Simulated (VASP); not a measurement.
BeGeSb2, 4 atoms in the cell. The structure is tetragonal, space group P-4m2 (No. 115). The conventional cell has a = 4.165 Å, b = 4.165 Å, c = 5.807 Å, α = 90.00°, β = 90.00°, γ = 90.00°. Be (site symmetry -4m2) has 4 Sb at 2.43 Å within 3.2 Å. Within 3.2 Å of Sb (site symmetry 2mm) lie 2 Be at 2.43 Å and 2 Ge at 2.65 Å. Ge (site symmetry -4m2) has 4 Sb at 2.65 Å within 3.5 Å.  This cell differs from its parent crystal: volume changed by -3%.

| Item | Value |
| --- | --- |
| Program | VASP 6.6.1 |
| Task | single point |
| Functional | PBE |
| Potentials or basis | VASP PAW PBE potentials, release 64 (Be, Sb, Ge_d) |
| Cutoff | 520 eV |
| k mesh | 6 × 6 × 4 |
| Occupations | fermi-dirac, width 0.02 eV |
| Spin | no spin polarisation |
| Dipole correction | no |
| Further INCAR settings | ALGO = Normal; EDIFF = 1e-06; NBANDS = 21 |

Potentials or basis: VASP PAW PBE potentials, release 64 (Be, Sb, Ge_d).

Run with:

```console
$ cat potpaw_PBE.64/Be/POTCAR potpaw_PBE.64/Sb/POTCAR potpaw_PBE.64/Ge_d/POTCAR > POTCAR
$ mpirun -np 1 vasp_std > vasp.out
```

Hardware: 1 thread of Intel(R) Xeon(R) Platinum 8488C (Sapphire Rapids), on a shared host.

Task: Estimate the wall time of this run.

Result: Run time: 53 s on 1 thread of Intel(R) Xeon(R) Platinum 8488C (Sapphire Rapids) (shared host), peak memory 0.25 GiB. Counts: scf iterations 13, k points 30.
